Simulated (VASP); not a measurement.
# TiC3 (Pm-3m) in VASP: further runs

Runs on TiC3. Level: PBE. Tasks: single point, relaxation of cell and atoms.

All numbers are computed with VASP 6.6.1; they aren't measurements. Logs are shortened: lines on timing, memory, paths and dates and some standing lists are left out, and cuts for length are marked.

## 1. The cell of the first run

The structure is cubic, space group Pm-3m (No. 221). Conventional cell: a = 3.196 Å, b = 3.196 Å, c = 3.196 Å, α = 90.00°, β = 90.00°, γ = 90.00°. Ti (site symmetry m-3m) has 12 C at 2.26 Å within 3.0 Å. C (site symmetry 4/mmm) has 4 Ti at 2.26 Å and 8 C at 2.26 Å within 3.0 Å.

## 2. Single point, PBE

The input, INCAR:

```
PREC = Accurate
ENCUT = 520
EDIFF = 1E-7
ISMEAR = 0
SIGMA = 0.1
LREAL = False
LASPH = True
NELM = 60
ALGO = Normal
ISIF = 2
LWAVE = False
LCHARG = False
GGA = PE
NBANDS = 20
```

The input, KPOINTS:

```
regular mesh
0
Gamma
  4 4 4
```

The input, POSCAR:

```
TiC3
1.0
    3.1960731105      0.0000000000      0.0000000000
    0.0000000000      3.1960731105      0.0000000000
    0.0000000000      0.0000000000      3.1960731105
Ti C
1 3
Direct
    0.5000000000      0.5000000000      0.5000000000
    0.5000000000      0.0000000000      0.0000000000
    0.0000000000      0.5000000000      0.0000000000
    0.0000000000      0.0000000000      0.5000000000
```

Potentials or basis: VASP PAW PBE potentials, release 64 (Ti_sv, C).

Command:

```
cat potpaw_PBE.64/Ti_sv/POTCAR potpaw_PBE.64/C/POTCAR > POTCAR
mpirun -np 1 vasp_std > vasp.out
```

OUTCAR:

```text
PREC = Accurate
   ENCUT = 520
   EDIFF = 1E-7
   ISMEAR = 0
   LREAL = False
   LASPH = True
   NELM = 60
   ISIF = 2
   GGA = PE

 ion  position               nearest neighbor table
   1  0.500  0.500  0.500-   2 2.26   3 2.26   4 2.26   2 2.26   3 2.26   2 2.26   4 2.26   2 2.26
                             3 2.26   4 2.26   3 2.26   4 2.26
   2  0.500  0.000  0.000-   1 2.26   1 2.26   1 2.26   1 2.26
   3  0.000  0.500  0.000-   1 2.26   1 2.26   1 2.26   1 2.26
   4  0.000  0.000  0.500-   1 2.26   1 2.26   1 2.26   1 2.26

  LATTYP: Found a simple cubic cell.
 ALAT       =     3.1960731105

  Lattice vectors:

 A1 = (   3.1960731105,   0.0000000000,   0.0000000000)
 A2 = (   0.0000000000,   3.1960731105,   0.0000000000)
 A3 = (   0.0000000000,   0.0000000000,   3.1960731105)

Analysis of symmetry for initial positions (statically):
=====================================================================
 Subroutine PRICEL returns:
 Original cell was already a primitive cell.

 Routine SETGRP: Setting up the symmetry group for a
 simple cubic supercell.

 Subroutine GETGRP returns: Found 48 space group operations
 (whereof 48 operations were pure point group operations)
 out of a pool of 48 trial point group operations.

The static configuration has the point symmetry O_h .

Analysis of symmetry for dynamics (positions and initial velocities):
=====================================================================
 Subroutine PRICEL returns:
 Original cell was already a primitive cell.

 Routine SETGRP: Setting up the symmetry group for a
 simple cubic supercell.

 Subroutine GETGRP returns: Found 48 space group operations
 (whereof 48 operations were pure point group operations)
 out of a pool of 48 trial point group operations.

The dynamic configuration has the point symmetry O_h .

 Subroutine INISYM returns: Found 48 space group operations
 (whereof 48 operations are pure point group operations),
 and found     1 'primitive' translations

----------------------------------------------------------------------------------------

                                     Primitive cell

  volume of cell :      32.6475

  direct lattice vectors                    reciprocal lattice vectors
     3.196073110  0.000000000  0.000000000     0.312883956  0.000000000  0.000000000
     0.000000000  3.196073110  0.000000000     0.000000000  0.312883956  0.000000000
     0.000000000  0.000000000  3.196073110     0.000000000  0.000000000  0.312883956

  length of vectors
     3.196073110  3.196073110  3.196073110     0.312883956  0.312883956  0.312883956

  position of ions in fractional coordinates (direct lattice)
     0.500000000  0.500000000  0.500000000
     0.500000000  0.000000000  0.000000000
     0.000000000  0.500000000  0.000000000
     0.000000000  0.000000000  0.500000000

  ion indices of the primitive-cell ions
   primitive index   ion index
                 1           1
                 2           2
                 3           3
                 4           4

----------------------------------------------------------------------------------------

 KPOINTS: regular mesh

Automatic generation of k-mesh.
 Grid dimensions read from file:
 generate k-points for:    4    4    4

 Generating k-lattice:

  Cartesian coordinates                     Fractional coordinates (reciprocal lattice)
     0.078220989  0.000000000  0.000000000     0.250000000  0.000000000  0.000000000
     0.000000000  0.078220989  0.000000000     0.000000000  0.250000000  0.000000000
     0.000000000  0.000000000  0.078220989     0.000000000  0.000000000  0.250000000

  Length of vectors
     0.078220989  0.078220989  0.078220989

  Shift w.r.t. Gamma in fractional coordinates (k-lattice)
     0.000000000  0.000000000  0.000000000

 Subroutine IBZKPT returns following result:
 ===========================================

 Found     10 irreducible k-points:

 Following reciprocal coordinates:
            Coordinates               Weight
  0.000000  0.000000  0.000000      1.000000
  0.250000  0.000000  0.000000      6.000000
  0.500000  0.000000  0.000000      3.000000
  0.250000  0.250000  0.000000     12.000000
  0.500000  0.250000  0.000000     12.000000
  0.500000  0.500000  0.000000      3.000000
  0.250000  0.250000  0.250000      8.000000
  0.500000  0.250000  0.250000     12.000000
  0.500000  0.500000  0.250000      6.000000
  0.500000  0.500000  0.500000      1.000000
   k-points           NKPTS =     10   k-points in BZ     NKDIM =     10   number of bands    NBANDS=     20
   number of dos      NEDOS =    301   number of ions     NIONS =      4
   total plane-waves  NPLWV =  13824
   dimension x,y,z NGX =    24 NGY =   24 NGZ =   24
   dimension x,y,z NGXF=    48 NGYF=   48 NGZF=   48
   ions per type =               1   3
   NGX,Y,Z   is equivalent  to a cutoff of  12.48, 12.48, 12.48 a.u.
   NGXF,Y,Z  is equivalent  to a cutoff of  24.97, 24.97, 24.97 a.u.
 SYSTEM =  unknown system
   PREC   = accura    normal or accurate (medium, high low for compatibility)
   ISTART =      0    job   : 0-new  1-cont  2-samecut
   ICHARG =      2    charge: 1-file 2-atom 10-const
   ISPIN  =      1    spin polarized calculation?
   LNONCOLLINEAR =      F non collinear calculations
   LSORBIT =      F    spin-orbit coupling
   LASPH  =      T    aspherical Exc in radial PAW
   ENCUT  =  520.0 eV  38.22 Ry    6.18 a.u.   5.94  5.94  5.94*2*pi/ulx,y,z
   NELM   =     60;   NELMIN=  2; NELMDL= -5     # of ELM steps
   EDIFF  = 0.1E-06   stopping-criterion for ELM
   LREAL  =      F    real-space projection
   EDIFFG = 0.1E-05   stopping-criterion for IOM
   NSW    =      0    number of steps for IOM
   IBRION =     -1    ionic relax: 0-MD 1-quasi-New 2-CG
   NFREE  =      0    steps in history (QN), initial steepest desc. (CG)
   ISIF   =      2    stress and relaxation
   ISYM   =      2    0-nonsym 1-usesym 2-fastsym
   POTIM  = 0.5000    time-step for ionic-motion
   TEBEG  =    0.0;   TEEND  =   0.0 temperature during run
   PSTRESS=    0.0 pullay stress
   NELECT =      24.0000    total number of electrons
   NUPDOWN=      -1.0000    fix difference up-down
   EMIN   =  10.00;   EMAX   =-10.00  energy-range for DOS
   EFERMI =   0.00;   METHOD = LEGACY
   ISMEAR =     0;   SIGMA  =   0.10  broadening in eV -4-tet -1-fermi 0-gaus
   EFERMI_NEDOS =   21; number of points for ismear=-14 and -15
   IALGO  =     38    algorithm
   IMIX   =      4    mixing-type and parameters
     AMIX     =   0.40;   BMIX     =  1.00
     AMIX_MAG =   1.60;   BMIX_MAG =  1.00
  volume/ion in A,a.u.               =       8.16        55.08
  Fermi-wavevector in a.u.,A,eV,Ry     =   1.477504  2.792077 29.701747  2.183017
  Thomas-Fermi vector in A             =   2.591900
   LORBIT       =      0    0 simple, 1 ext, 2 COOP (PROOUT), +10 PAW based schemes
   GGA     = PE    functional components
   LHFCALC =     F    Hartree Fock is set to
   AEXX    =    0.0000 exact exchange contribution
   IVDW    =     0    specifies the selected vdW correction
   LEPSILON=     F    determine dielectric tensor
   LRPA    =     F    only Hartree local field effects (RPA)
 non-spin polarized calculation
 Gauss-broadening in eV      SIGMA  =   0.10
  energy-cutoff  :      520.00
  volume of cell :       32.65
 maximum number of plane-waves:       912
 NGX is ok and might be reduce to    24
   NGX = 11   NGY = 11   NGZ = 11

 number of electron      23.9999996 magnetization

 Free energy of the ion-electron system (eV)
  ---------------------------------------------------
  ext. energy  EPLUGINS =         0.00000000
  ---------------------------------------------------
  free energy    TOTEN  =       -27.93967671 eV

  energy without entropy =      -27.92515333  energy(sigma->0) =      -27.93241502

 E-fermi :  10.1514     XC(G=0): -13.0828

 val. band max:       10.1509392796   @ k =   0.2500   0.2500   0.0000
 cond. band min:      10.2197305853   @ k =   0.5000   0.0000   0.0000
 fundamental gap:      0.0687913056
 Fermi energy:        10.1513952933

 k-point     1 :       0.0000    0.0000    0.0000
  band No.  band energies     occupation
      1     -47.4450      2.00000
      2     -23.6661      2.00000
      3     -23.6661      2.00000
      4     -23.6661      2.00000
      5      -6.6233      2.00000
      6       2.4556      2.00000
[... 12 lines left out ...]
     19      15.0763      0.00000
     20      15.0763      0.00000

 k-point     2 :       0.2500    0.0000    0.0000
  band No.  band energies     occupation
      1     -47.4370      2.00000
      2     -23.7733      2.00000
      3     -23.6535      2.00000
      4     -23.6535      2.00000
      5      -5.8049      2.00000
      6      -0.1211      2.00000
[... 12 lines left out ...]
     19      14.7584      0.00000
     20      14.7584      0.00000

 k-point     3 :       0.5000    0.0000    0.0000
  band No.  band energies     occupation
      1     -47.4291      2.00000
      2     -23.8784      2.00000
      3     -23.6409      2.00000
      4     -23.6409      2.00000
      5      -4.0431      2.00000
      6      -2.8323      2.00000
[... 12 lines left out ...]
     19      15.9261      0.00000
     20      16.2415      0.00000

 k-point     4 :       0.2500    0.2500    0.0000
  band No.  band energies     occupation
      1     -47.4291      2.00000
      2     -23.7615      2.00000
      3     -23.7541      2.00000
      4     -23.6414      2.00000
      5      -5.0607      2.00000
      6       0.1647      2.00000
[... 107 lines left out ...]
 k-point     9 :       0.5000    0.5000    0.2500
  band No.  band energies     occupation
      1     -47.4056      2.00000
      2     -23.8261      2.00000
      3     -23.8261      2.00000
      4     -23.7147      2.00000
      5      -1.9213      2.00000
      6      -0.7416      2.00000
[... 12 lines left out ...]
     19      15.4377      0.00000
     20      15.5393      0.00000

 k-point    10 :       0.5000    0.5000    0.5000
  band No.  band energies     occupation
      1     -47.3978      2.00000
      2     -23.8102      2.00000
      3     -23.8102      2.00000
      4     -23.8102      2.00000
      5      -0.6370      2.00000
      6      -0.6370      2.00000
[... 12 lines left out ...]
     19      15.0385      0.00000
     20      15.6407      0.00000

------------------------ aborting loop because EDIFF is reached ----------------------------------------

  FORCE on cell =-STRESS in cart. coord.  units (eV):
  Direction    XX          YY          ZZ          XY          YZ          ZX
  --------------------------------------------------------------------------------------
  -------------------------------------------------------------------------------------
  Total        0.0499745      0.0499745      0.0499745     -0.0000000     -0.0000000     -0.0000000
  in kB        2.4525007      2.4525007      2.4525007     -0.0000000     -0.0000000     -0.0000000
  external PRESSURE =       2.4525007 kB  Pullay stress =       0.0000000 kB

 VOLUME and BASIS-vectors are now :
 -----------------------------------------------------------------------------
  energy-cutoff  :      520.00
  volume of cell :       32.65
      direct lattice vectors                 reciprocal lattice vectors
     3.196073110  0.000000000  0.000000000     0.312883956  0.000000000  0.000000000
     0.000000000  3.196073110  0.000000000     0.000000000  0.312883956  0.000000000
     0.000000000  0.000000000  3.196073110     0.000000000  0.000000000  0.312883956

 POSITION                                       TOTAL-FORCE (eV/Angst)
 -----------------------------------------------------------------------------------
      1.59804      1.59804      1.59804         0.000000      0.000000      0.000000
      1.59804      0.00000      0.00000         0.000000      0.000000      0.000000
      0.00000      1.59804      0.00000         0.000000      0.000000      0.000000
      0.00000      0.00000      1.59804         0.000000      0.000000      0.000000
 -----------------------------------------------------------------------------------
    total drift:                                0.000000      0.000000     -0.000000

  FREE ENERGIE OF THE ION-ELECTRON SYSTEM (eV)
  ---------------------------------------------------
  free  energy   TOTEN  =       -27.9396767101 eV

  energy  without entropy=      -27.9251533259  energy(sigma->0) =      -27.93241502
```

It took 3.8 s on 1 thread of Intel Xeon 6975P-C (Granite Rapids), shared host; peak memory 0.13 GiB.

What came out:

```
Free energy            : -27.9397 eV
Pressure               : 0.2 GPa
Band gap on the k mesh : zero (band 12 reaches 12.07 eV, above the bottom of band 13 at 9.19 eV)
```

Levels at points of the mesh, in eV from the Fermi level:
| k point | band 10 | band 11 | band 12 | band 13 | band 14 | band 15 |
| --- | --- | --- | --- | --- | --- | --- |
| (0.00, 0.00, 0.00) | -5.18 | 0.78 | 0.78 | 0.78 | 1.02 | 1.02 |
| (0.50, 0.00, 0.00) | -4.51 | -1.18 | -1.18 | 0.07 | 0.93 | 0.98 |
| (0.50, 0.50, 0.00) | -3.72 | -1.42 | -0.79 | 0.32 | 0.32 | 1.01 |
| (0.50, 0.50, 0.50) | -5.99 | -5.99 | 1.92 | 1.92 | 3.34 | 3.34 |

Caveat: the k points lie up to 0.49 Å⁻¹ apart.

## 3. Single point, PBE

This run uses another cell than the first one, of 15.26 Å³/atom, 1.869 times its volume.

The input, INCAR:

```
SYSTEM = TiC3
PREC = Accurate
ENCUT = 520
EDIFF = 1E-7
ISMEAR = 0
SIGMA = 0.1
LREAL = .False.
LASPH = .True.
NELM = 80
ALGO = Normal
ISIF = 2
LWAVE = .False.
LCHARG = .False.
GGA = PE
NBANDS = 20
```

The input, KPOINTS:

```
regular mesh
0
Gamma
  4 4 4
  0 0 0
```

The input, POSCAR:

```
TiC3
1.0
    3.9369279000      0.0000000000      0.0000000000
    0.0000000000      3.9369279000      0.0000000000
    0.0000000000      0.0000000000      3.9369279000
Ti C
1 3
Direct
    0.5000000000      0.5000000000      0.5000000000
    0.5000000000      0.0000000000      0.0000000000
    0.0000000000      0.5000000000      0.0000000000
    0.0000000000      0.0000000000      0.5000000000
```

Potentials or basis: VASP PAW PBE potentials, release 64 (Ti_sv, C).

Command:

```
cat potpaw_PBE.64/Ti_sv/POTCAR potpaw_PBE.64/C/POTCAR > POTCAR
mpirun -np 1 vasp_std > vasp.out
```

OUTCAR:

```text
SYSTEM = TiC3
   PREC = Accurate
   ENCUT = 520
   EDIFF = 1E-7
   ISMEAR = 0
   LREAL = .False.
   LASPH = .True.
   NELM = 80
   ISIF = 2
   GGA = PE

 ion  position               nearest neighbor table
   1  0.500  0.500  0.500-
   2  0.500  0.000  0.000-
   3  0.000  0.500  0.000-
   4  0.000  0.000  0.500-

  LATTYP: Found a simple cubic cell.
 ALAT       =     3.9369279000

  Lattice vectors:
[... 407 lines left out ...]

  FORCE on cell =-STRESS in cart. coord.  units (eV):
  Direction    XX          YY          ZZ          XY          YZ          ZX
  --------------------------------------------------------------------------------------
  -------------------------------------------------------------------------------------
  Total      -13.7955433    -13.7955433    -13.7955433     -0.0000000      0.0000000     -0.0000000
  in kB     -362.2238219   -362.2238219   -362.2238219     -0.0000000      0.0000000     -0.0000000
  external PRESSURE =    -362.2238219 kB  Pullay stress =       0.0000000 kB

 VOLUME and BASIS-vectors are now :
 -----------------------------------------------------------------------------
  energy-cutoff  :      520.00
  volume of cell :       61.02
      direct lattice vectors                 reciprocal lattice vectors
     3.936927900  0.000000000  0.000000000     0.254005160  0.000000000  0.000000000
     0.000000000  3.936927900  0.000000000     0.000000000  0.254005160  0.000000000
     0.000000000  0.000000000  3.936927900     0.000000000  0.000000000  0.254005160

 POSITION                                       TOTAL-FORCE (eV/Angst)
 -----------------------------------------------------------------------------------
      1.96846      1.96846      1.96846         0.000000      0.000000      0.000000
      1.96846      0.00000      0.00000         0.000000      0.000000      0.000000
      0.00000      1.96846      0.00000         0.000000      0.000000      0.000000
      0.00000      0.00000      1.96846         0.000000      0.000000      0.000000
 -----------------------------------------------------------------------------------
    total drift:                                0.000000      0.000000      0.000000

  FREE ENERGIE OF THE ION-ELECTRON SYSTEM (eV)
  ---------------------------------------------------
  free  energy   TOTEN  =       -22.4634010358 eV

  energy  without entropy=      -22.4443398213  energy(sigma->0) =      -22.45387043
```

OSZICAR:

```text
N       E                     dE             d eps       ncg     rms          rms(c)
DAV:   1     0.190050144788E+03    0.19005E+03   -0.11743E+04   400   0.121E+03
DAV:   2    -0.632704190343E+01   -0.19638E+03   -0.19006E+03   440   0.326E+02
DAV:   3    -0.271918503793E+02   -0.20865E+02   -0.20433E+02   732   0.908E+01
[... 11 lines left out ...]
DAV:  15    -0.224634026602E+02    0.12573E-03   -0.62308E-04   572   0.144E-01    0.159E-02
DAV:  16    -0.224634048622E+02   -0.22020E-05   -0.50681E-05   524   0.456E-02    0.181E-02
DAV:  17    -0.224634032810E+02    0.15812E-05   -0.40741E-05   516   0.399E-02    0.126E-02
DAV:  18    -0.224634010848E+02    0.21962E-05   -0.47694E-06   480   0.149E-02    0.253E-03
DAV:  19    -0.224634010358E+02    0.49020E-07   -0.97883E-08   364   0.203E-03
   1 F= -.22463401E+02 E0= -.22453870E+02  d E =-.190612E-01
```

stdout:

```text
POSCAR found type information on POSCAR TiC
 POSCAR found :  2 types and       4 ions
 scaLAPACK will be used
 LDA part: xc-table for (Slater+PW92), standard interpolation
 POSCAR, INCAR and KPOINTS ok, starting setup
 FFT: planning ... GRIDC
 FFT: planning ... GRID_SOFT
 FFT: planning ... GRID
 WAVECAR not read
 entering main loop
```

Wall time 11 s (1 thread of Intel Xeon 6975P-C (Granite Rapids), shared host); peak memory 0.16 GiB.

What came out:

```
Free energy            : -22.4634 eV
Pressure               : -36.2 GPa
Band gap on the k mesh : zero (band 12 reaches 4.07 eV, above the bottom of band 13 at 2.80 eV)
```

Levels at points of the mesh, in eV from the Fermi level:
```csv
k point,band 8,band 9,band 10,band 11,band 12,band 13,band 14,band 15,band 16,band 17
"(0.00, 0.00, 0.00)",-2.24,-2.24,-2.24,0.58,0.58,0.60,0.60,0.60,1.20,1.20
"(0.50, 0.00, 0.00)",-2.13,-2.13,-1.63,-0.78,-0.06,-0.06,0.64,0.98,0.98,1.55
"(0.50, 0.50, 0.00)",-3.94,-1.36,-1.36,-0.86,-0.04,-0.04,0.53,0.65,1.12,1.19
"(0.50, 0.50, 0.50)",-3.50,-3.01,-3.01,-3.01,0.99,0.99,1.16,1.16,1.16,2.99
```

Caveat: the k points lie up to 0.40 Å⁻¹ apart.

## 4. Single point, PBE

The input, INCAR:

```
ALGO = Normal ; EDIFF = 1E-7
ENCUT = 520 ; GGA = PE
ISIF = 2 ; ISMEAR = 0
LASPH = T ; LCHARG = F
LREAL = F ; LWAVE = F
NBANDS = 20 ; NELM = 60
PREC = Accurate ; SIGMA = 0.1
```

The input, KPOINTS:

```
k-points
0
Gamma
  6 6 6
```

The input, POSCAR:

```
TiC3
1.0
    3.1981447539      0.0000000000      0.0000000000
    0.0000000000      3.1981447539      0.0000000000
    0.0000000000      0.0000000000      3.1981447539
Ti C
1 3
Direct
    0.5000000000      0.5000000000      0.5000000000
    0.5000000000      0.0000000000      0.0000000000
    0.0000000000      0.5000000000      0.0000000000
    0.0000000000      0.0000000000      0.5000000000
```

Command:

```
cat potpaw_PBE.64/Ti_sv/POTCAR potpaw_PBE.64/C/POTCAR > POTCAR
mpirun -np 1 vasp_std > vasp.out
```

Run time: 5.5 s. Hardware: 1 thread of Intel Xeon 6975P-C (Granite Rapids), shared host; peak memory 0.13 GiB.

The run converged. Its results:

* Free energy: -27.9705 eV
* Pressure: 0.6 GPa
* Band gap on the k mesh: zero (band 12 reaches 12.10 eV, above the bottom of band 13 at 8.97 eV)

Levels at points of the mesh, in eV from the Fermi level:
| k point | band 10 | band 11 | band 12 | band 13 | band 14 | band 15 |
| --- | --- | --- | --- | --- | --- | --- |
| (0.00, 0.00, 0.00) | -5.18 | 0.83 | 0.83 | 0.83 | 1.00 | 1.00 |
| (0.50, 0.00, 0.00) | -4.49 | -1.20 | -1.20 | 0.07 | 0.92 | 1.02 |
| (0.50, 0.50, 0.00) | -3.71 | -1.42 | -0.79 | 0.29 | 0.29 | 1.04 |
| (0.50, 0.50, 0.50) | -5.99 | -5.99 | 1.98 | 1.98 | 3.38 | 3.38 |

(Part 1 of 2 ends here.)
